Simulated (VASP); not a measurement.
# SnSe2 in VASP: notebook

The runs below take SnSe2 through single point, with PBEsol.

Everything below comes from runs of VASP 6.6.1. Logs are shortened: lines on timing, memory, paths and dates and some standing lists are left out, and cuts for length are marked.

## 1. The cell of the first run

It takes space group P-3m1 (No. 164, trigonal). The conventional cell has a = 3.817 Å, b = 3.817 Å, c = 6.155 Å, α = 90.00°, β = 90.00°, γ = 120.00°. Sn (site symmetry -3m) has 6 Se at 2.72 Å within 3.6 Å. Se (site symmetry 3m) has 3 Sn at 2.72 Å and 12 Se at 3.71 to 3.86 Å within 3.9 Å.

## 2. Single point, PBEsol

INCAR reads:

```
SYSTEM = SnSe2
PREC = Accurate ; ENCUT = 520
EDIFF = 1E-7 ; ISMEAR = 0
SIGMA = 0.02 ; LREAL = .False.
LASPH = .True. ; NELM = 100
ALGO = Normal ; ISIF = 2
LWAVE = .False. ; LCHARG = .False.
GGA = PS ; NBANDS = 20
```

KPOINTS reads:

```
Automatic mesh
0
Gamma
  12 12 6
  0 0 0
```

POSCAR reads:

```
SnSe2
1.0
    3.8174487323      0.0000000000      0.0000000000
   -1.9087243662      3.3060075798      0.0000000000
    0.0000000000      0.0000000000      6.1546758477
Sn Se
1 2
Direct
    0.0000000000      0.0000000000      0.0000000000
    0.6666666667      0.3333333333      0.7421700582
    0.3333333333      0.6666666667      0.2578299418
```

Potentials or basis: VASP PAW PBE potentials, release 64 (Sn_d, Se).

Command:

```sh
cat potpaw_PBE.64/Sn_d/POTCAR potpaw_PBE.64/Se/POTCAR > POTCAR
mpirun -np 1 vasp_std > vasp.out
```

OUTCAR:

```text
SYSTEM = SnSe2
   PREC = Accurate
   ENCUT = 520
   EDIFF = 1E-7
   ISMEAR = 0
   LREAL = .False.
   LASPH = .True.
   NELM = 100
   ISIF = 2
   GGA = PS

 ion  position               nearest neighbor table
   1  0.000  0.000  0.000-   2 2.72   3 2.72   2 2.72   3 2.72   2 2.72   3 2.72
   2  0.667  0.333  0.742-   1 2.72   1 2.72   1 2.72
   3  0.333  0.667  0.258-   1 2.72   1 2.72   1 2.72

  LATTYP: Found a hexagonal cell.
 ALAT       =     3.8174487323
 C/A-ratio  =     1.6122484621

  Lattice vectors:

 A1 = (   3.8174487323,   0.0000000000,   0.0000000000)
 A2 = (  -1.9087243662,   3.3060075798,   0.0000000000)
 A3 = (   0.0000000000,   0.0000000000,   6.1546758477)

Analysis of symmetry for initial positions (statically):
=====================================================================
 Subroutine PRICEL returns:
 Original cell was already a primitive cell.

 Routine SETGRP: Setting up the symmetry group for a
 hexagonal supercell.

 Subroutine GETGRP returns: Found 12 space group operations
 (whereof 12 operations were pure point group operations)
 out of a pool of 24 trial point group operations.

The static configuration has the point symmetry D_3d.

Analysis of symmetry for dynamics (positions and initial velocities):
=====================================================================
 Subroutine PRICEL returns:
 Original cell was already a primitive cell.

 Routine SETGRP: Setting up the symmetry group for a
 hexagonal supercell.

 Subroutine GETGRP returns: Found 12 space group operations
 (whereof 12 operations were pure point group operations)
 out of a pool of 24 trial point group operations.

The dynamic configuration has the point symmetry D_3d.

 Subroutine INISYM returns: Found 12 space group operations
 (whereof 12 operations are pure point group operations),
 and found     1 'primitive' translations

----------------------------------------------------------------------------------------

                                     Primitive cell

  volume of cell :      77.6752

  direct lattice vectors                    reciprocal lattice vectors
     3.817448732  0.000000000  0.000000000     0.261955057  0.151239823  0.000000000
    -1.908724366  3.306007580  0.000000000     0.000000000  0.302479645  0.000000000
     0.000000000  0.000000000  6.154675848     0.000000000  0.000000000  0.162478094

  length of vectors
     3.817448732  3.817448732  6.154675848     0.302479645  0.302479645  0.162478094

  position of ions in fractional coordinates (direct lattice)
[... 81 lines left out ...]
   EDIFF  = 0.1E-06   stopping-criterion for ELM
   LREAL  =      F    real-space projection
   EDIFFG = 0.1E-05   stopping-criterion for IOM
   NSW    =      0    number of steps for IOM
   IBRION =     -1    ionic relax: 0-MD 1-quasi-New 2-CG
   NFREE  =      0    steps in history (QN), initial steepest desc. (CG)
   ISIF   =      2    stress and relaxation
   ISYM   =      2    0-nonsym 1-usesym 2-fastsym
   POTIM  = 0.5000    time-step for ionic-motion
   TEBEG  =    0.0;   TEEND  =   0.0 temperature during run
   PSTRESS=    0.0 pullay stress
   NELECT =      26.0000    total number of electrons
   NUPDOWN=      -1.0000    fix difference up-down
   EMIN   =  10.00;   EMAX   =-10.00  energy-range for DOS
   EFERMI =   0.00;   METHOD = LEGACY
   ISMEAR =     0;   SIGMA  =   0.02  broadening in eV -4-tet -1-fermi 0-gaus
   EFERMI_NEDOS =   21; number of points for ismear=-14 and -15
   IALGO  =     38    algorithm
   IMIX   =      4    mixing-type and parameters
     AMIX     =   0.40;   BMIX     =  1.00
     AMIX_MAG =   1.60;   BMIX_MAG =  1.00
  volume/ion in A,a.u.               =      25.89       174.73
  Fermi-wavevector in a.u.,A,eV,Ry     =   1.136681  2.148015 17.579316  1.292043
  Thomas-Fermi vector in A             =   2.273386
   LORBIT       =      0    0 simple, 1 ext, 2 COOP (PROOUT), +10 PAW based schemes
   GGA     = PS    functional components
   LHFCALC =     F    Hartree Fock is set to
   AEXX    =    0.0000 exact exchange contribution
   IVDW    =     0    specifies the selected vdW correction
   LEPSILON=     F    determine dielectric tensor
   LRPA    =     F    only Hartree local field effects (RPA)
 non-spin polarized calculation
 Gauss-broadening in eV      SIGMA  =   0.02
  energy-cutoff  :      520.00
  volume of cell :       77.68
 maximum number of plane-waves:      2121
   NGX = 15   NGY = 15   NGZ = 23

 number of electron      26.0000005 magnetization

 Free energy of the ion-electron system (eV)
  ---------------------------------------------------
  ext. energy  EPLUGINS =         0.00000000
  ---------------------------------------------------
  free energy    TOTEN  =       -12.98384772 eV

  energy without entropy =      -12.98384772  energy(sigma->0) =      -12.98384772

 E-fermi :   4.2144     XC(G=0):  -9.6542

 val. band max:        4.0536205945   @ k =   0.0833   0.0833   0.0000
 cond. band min:       4.5408934051   @ k =   0.0000   0.4167   0.3333
 fundamental gap:      0.4872728106
 Fermi energy:         4.2143539830

 k-point     1 :       0.0000    0.0000    0.0000
  band No.  band energies     occupation
      1     -17.1309      2.00000
      2     -17.1309      2.00000
      3     -17.0932      2.00000
      4     -17.0808      2.00000
      5     -17.0808      2.00000
      6      -9.8342      2.00000
[... 541 lines left out ...]
     19      11.8734      0.00000
     20      12.9131      0.00000

 [... further k-points ...]

------------------------ aborting loop because EDIFF is reached ----------------------------------------

  FORCE on cell =-STRESS in cart. coord.  units (eV):
  Direction    XX          YY          ZZ          XY          YZ          ZX
  --------------------------------------------------------------------------------------
  -------------------------------------------------------------------------------------
  Total        0.0515950      0.0515950      0.0510411     -0.0000000      0.0000000      0.0000000
  in kB        1.0642303      1.0642303      1.0528058     -0.0000000      0.0000000      0.0000000
  external PRESSURE =       1.0604221 kB  Pullay stress =       0.0000000 kB

 VOLUME and BASIS-vectors are now :
 -----------------------------------------------------------------------------
  energy-cutoff  :      520.00
  volume of cell :       77.68
      direct lattice vectors                 reciprocal lattice vectors
     3.817448732  0.000000000  0.000000000     0.261955057  0.151239823  0.000000000
    -1.908724366  3.306007580  0.000000000     0.000000000  0.302479645  0.000000000
     0.000000000  0.000000000  6.154675848     0.000000000  0.000000000  0.162478094

 POSITION                                       TOTAL-FORCE (eV/Angst)
 -----------------------------------------------------------------------------------
      0.00000      0.00000      0.00000         0.000000      0.000000      0.000000
      1.90872      1.10200      4.56782        -0.000000     -0.000000     -0.018161
     -0.00000      2.20401      1.58686         0.000000      0.000000      0.018161
 -----------------------------------------------------------------------------------
    total drift:                               -0.000000     -0.000000      0.000000

  FREE ENERGIE OF THE ION-ELECTRON SYSTEM (eV)
  ---------------------------------------------------
  free  energy   TOTEN  =       -12.9838477179 eV

  energy  without entropy=      -12.9838477179  energy(sigma->0) =      -12.98384772
```

stdout:

```text
POSCAR found type information on POSCAR SnSe
 POSCAR found :  2 types and       3 ions
 scaLAPACK will be used
 -----------------------------------------------------------------------------
|                                                                             |
|                                                                             |
|     You enforced a specific xc type in the INCAR file but a different       |
|     I HOPE YOU KNOW WHAT YOU ARE DOING!                                     |
|                                                                             |
 -----------------------------------------------------------------------------

 LDA part: xc-table for (Slater+PW92), standard interpolation
 POSCAR, INCAR and KPOINTS ok, starting setup
 FFT: planning ... GRIDC
 FFT: planning ... GRID_SOFT
 FFT: planning ... GRID
 WAVECAR not read
 entering main loop
```

Wall time 2.3 min (1 thread of Intel Xeon 8259CL, shared host); peak memory 0.29 GiB.

Results:

- Free energy: -12.9838 eV
- Pressure: 0.1 GPa
- Largest force: 0.018 eV/Å
- Band gap on the k mesh: 0.49 eV (least direct gap 0.99 eV)

Forces in eV/Å, atoms in the order of the input:
```
Sn   0.000  0.000  0.000
Se   0.000  0.000 -0.018
Se   0.000  0.000  0.018
```

Levels at points of the mesh, in eV from the valence-band top:
| k point | band 10 | band 11 | band 12 | band 13 | band 14 | band 15 | band 16 | band 17 |
| --- | --- | --- | --- | --- | --- | --- | --- | --- |
| (0.00, 0.00, 0.00) | -0.60 | -0.36 | -0.36 | -0.14 | 0.85 | 2.94 | 4.56 | 4.56 |
| (0.50, 0.00, 0.00) | -3.07 | -2.55 | -1.46 | -0.30 | 1.10 | 3.57 | 5.11 | 5.12 |
| (0.00, 0.00, 0.50) | -0.72 | -0.72 | -0.17 | -0.17 | 2.43 | 2.83 | 4.26 | 4.26 |
| (0.50, 0.00, 0.50) | -2.33 | -2.06 | -0.95 | -0.77 | 0.62 | 3.94 | 4.55 | 5.64 |

Caveat: the PAW data sets were made with another functional, which shifts forces and pressure a little; spin-orbit coupling is left out, which moves the levels of the heavy elements; this functional lacks dispersion, which binds the layers, so the pressure and a relaxed spacing across them are unreliable. A k mesh can miss the band edges.

## 3. Single point, PBEsol

INCAR reads:

```
PREC = Accurate ; ENCUT = 520
EDIFF = 1E-7 ; ISMEAR = 0
SIGMA = 0.02 ; LREAL = F
LASPH = T ; NELM = 60
ALGO = Normal ; ISIF = 2
LWAVE = F ; LCHARG = F
GGA = PS ; NBANDS = 20
```

KPOINTS reads:

```
regular mesh
0
Gamma
  12 12 6
```

POSCAR is that of step 2.

Potentials or basis: VASP PAW PBE potentials, release 64 (Sn_d, Se).

Command:

```sh
cat potpaw_PBE.64/Sn_d/POTCAR potpaw_PBE.64/Se/POTCAR > POTCAR
mpirun -np 1 vasp_std > vasp.out
```

It took 2.5 min on 1 thread of Intel Xeon 8259CL, shared host; peak memory 0.29 GiB.

The run converged. Its results:

* Free energy: -12.9838 eV
* Pressure: 0.1 GPa
* Largest force: 0.018 eV/Å
* Band gap on the k mesh: 0.49 eV (least direct gap 0.99 eV)

Forces on the atoms (eV/Å):
```
Sn   0.000  0.000  0.000
Se   0.000  0.000 -0.018
Se   0.000  0.000  0.018
```

Levels at points of the mesh, in eV from the valence-band top:
```csv
k point,band 11,band 12,band 13,band 14,band 15,band 16
"(0.00, 0.00, 0.00)",-0.36,-0.36,-0.14,0.85,2.94,4.56
"(0.50, 0.00, 0.00)",-2.55,-1.46,-0.30,1.10,3.57,5.11
"(0.00, 0.00, 0.50)",-0.72,-0.17,-0.17,2.43,2.83,4.26
"(0.50, 0.00, 0.50)",-2.06,-0.95,-0.77,0.62,3.94,4.55
```

Caveat: the PAW data sets were made with another functional, which shifts forces and pressure a little; spin-orbit coupling is left out, which moves the levels of the heavy elements; this functional lacks dispersion, which binds the layers, so the pressure and a relaxed spacing across them are unreliable. A k mesh can miss the band edges.

## 4. Single point, PBEsol (uniaxial strain along a: -2.0 %)

INCAR reads:

```
  PREC = Accurate
  ENCUT = 520
  EDIFF = 1E-6
  ISMEAR = 0
  SIGMA = 0.02
  LREAL = False
  LASPH = True
  NELM = 80
  ALGO = Normal
  ISIF = 2
  LWAVE = False
  LCHARG = False
  GGA = PS
  NBANDS = 20
```

KPOINTS is that of step 3.

POSCAR reads:

```
SnSe2
1.0
    3.7410997577      0.0000000000      0.0000000000
   -1.8705498788      3.3225376177      0.0000000000
    0.0000000000      0.0000000000      6.1854492269
Sn Se
1 2
Direct
    0.0000000000      0.0000000000      0.0000000000
    0.6666666667      0.3333333333      0.7421700582
    0.3333333333      0.6666666667      0.2578299418
```

Command:

```sh
cat potpaw_PBE.64/Sn_d/POTCAR potpaw_PBE.64/Se/POTCAR > POTCAR
mpirun -np 1 vasp_std > vasp.out
```

Run time: 5.2 min. Hardware: 1 thread of Intel Xeon 8259CL, shared host; peak memory 0.46 GiB.

Results (log left out):

* Free energy: -12.9736 eV
* Pressure: 0.9 GPa
* Largest force: 0.041 eV/Å
* Band gap on the k mesh: 0.39 eV (least direct gap 1.08 eV)

Forces on the atoms (eV/Å):
```
Sn   0.000  0.000  0.000
Se   0.000  0.027 -0.031
Se   0.000 -0.027  0.031
```

Stress tensor (GPa, compression positive):
```
 2.18  0.00  0.00
 0.00  0.11 -0.17
 0.00 -0.17  0.29
```

Levels at points of the mesh, in eV from the valence-band top:
```tsv
k point	band 10	band 11	band 12	band 13	band 14	band 15	band 16	band 17
(0.00, 0.00, 0.00)	-0.55	-0.43	-0.29	-0.26	0.89	2.94	4.48	4.71
(0.50, 0.00, 0.00)	-3.17	-2.65	-1.55	-0.41	0.98	3.44	5.01	5.01
(0.00, 0.50, 0.00)	-3.25	-2.42	-1.59	-0.24	1.22	3.71	5.09	5.26
(0.00, 0.00, 0.50)	-0.78	-0.67	-0.25	-0.10	2.48	2.84	4.19	4.42
(0.50, 0.00, 0.50)	-2.47	-2.16	-1.04	-0.87	0.51	3.83	4.44	5.52
(0.00, 0.50, 0.50)	-2.22	-2.20	-1.00	-0.68	0.59	3.85	4.57	5.52
```

Caveat: the cell differs from its parent crystal (uniaxial strain along a: -2.0 %); the PAW data sets were made with another functional, which shifts forces and pressure a little; spin-orbit coupling is left out, which moves the levels of the heavy elements; this functional lacks dispersion, which binds the layers, so the pressure and a relaxed spacing across them are unreliable. A k mesh can miss the band edges.

## 5. Single point, PBEsol (uniaxial strain along a: +2.0 %)

INCAR reads:

```
ALGO = Normal ; EDIFF = 1E-7
ENCUT = 520 ; GGA = PS
ISIF = 2 ; ISMEAR = 0
LASPH = True ; LCHARG = False
LREAL = False ; LWAVE = False
NBANDS = 20 ; NELM = 80
PREC = Accurate ; SIGMA = 0.02
```

KPOINTS reads:

```
k-points
0
Gamma
  12 12 6
```

POSCAR reads:

```
SnSe2
1.0
    3.8937977070      0.0000000000      0.0000000000
   -1.9468988535      3.2894775419      0.0000000000
    0.0000000000      0.0000000000      6.1239024684
Sn Se
1 2
Direct
    0.0000000000      0.0000000000      0.0000000000
    0.6666666667      0.3333333333      0.7421700582
    0.3333333333      0.6666666667      0.2578299418
```

Command:

```sh
cat potpaw_PBE.64/Sn_d/POTCAR potpaw_PBE.64/Se/POTCAR > POTCAR
mpirun -np 1 vasp_std > vasp.out
```

Run time: 8.4 min. Hardware: 1 thread of Intel Xeon 8259CL, shared host; peak memory 0.47 GiB.

Results (log left out):

* Free energy: -12.9760 eV
* Pressure: -0.5 GPa
* Largest force: 0.022 eV/Å
* Band gap on the k mesh: 0.33 eV (least direct gap 0.82 eV)

Forces on the atoms (eV/Å):
```
Sn   0.000  0.000  0.000
Se   0.000 -0.021 -0.009
Se   0.000  0.021  0.009
```

Stress tensor (GPa, compression positive):
```
-1.63  0.00  0.00
 0.00  0.10  0.11
 0.00  0.11 -0.05
```

Levels at points of the mesh, in eV from the valence-band top:
| k point | band 11 | band 12 | band 13 | band 14 | band 15 | band 16 |
| --- | --- | --- | --- | --- | --- | --- |
| (0.00, 0.00, 0.00) | -0.54 | -0.43 | -0.13 | 0.68 | 2.77 | 4.31 |
| (0.50, 0.00, 0.00) | -2.56 | -1.50 | -0.33 | 1.08 | 3.56 | 5.09 |
| (0.00, 0.50, 0.00) | -2.78 | -1.47 | -0.48 | 0.85 | 3.31 | 4.87 |
| (0.00, 0.00, 0.50) | -0.79 | -0.34 | -0.23 | 2.26 | 2.66 | 4.00 |
| (0.50, 0.00, 0.50) | -2.06 | -0.99 | -0.81 | 0.59 | 3.93 | 4.53 |
| (0.00, 0.50, 0.50) | -2.06 | -1.05 | -0.98 | 0.53 | 3.85 | 4.47 |

Caveat: the cell differs from its parent crystal (uniaxial strain along a: +2.0 %); the PAW data sets were made with another functional, which shifts forces and pressure a little; spin-orbit coupling is left out, which moves the levels of the heavy elements; this functional lacks dispersion, which binds the layers, so the pressure and a relaxed spacing across them are unreliable.

## 6. The runs side by side

```tsv
cell	gap on the mesh (eV)	pressure (GPa)	largest force (eV/Å)
a = 3.817, b = 3.817, c = 6.155 Å, angles 90.0, 90.0, 120.0°, 3 atoms	0.49	0.1	0.02
a = 3.741, b = 3.813, c = 6.185 Å, angles 90.0, 90.0, 119.4°, 3 atoms	0.39	0.9	0.04
a = 3.894, b = 3.822, c = 6.124 Å, angles 90.0, 90.0, 120.6°, 3 atoms	0.33	-0.5	0.02
```

Alike in all rows: task single point; level PBEsol; potentials or basis VASP PAW PBE potentials, release 64 (Sn_d, Se); no spin polarisation; k mesh 12 × 12 × 6; cutoff (eV) 520; smearing gaussian 0.02 eV.

Caveats: the PAW data sets were made with another functional, which shifts forces and pressure a little; spin-orbit coupling is left out, which moves the levels of the heavy elements; this functional lacks dispersion, which binds the layers, so the pressure and a relaxed spacing across them are unreliable.

Total energies depend on the potentials used, so only differences within one code and one set of settings carry meaning.
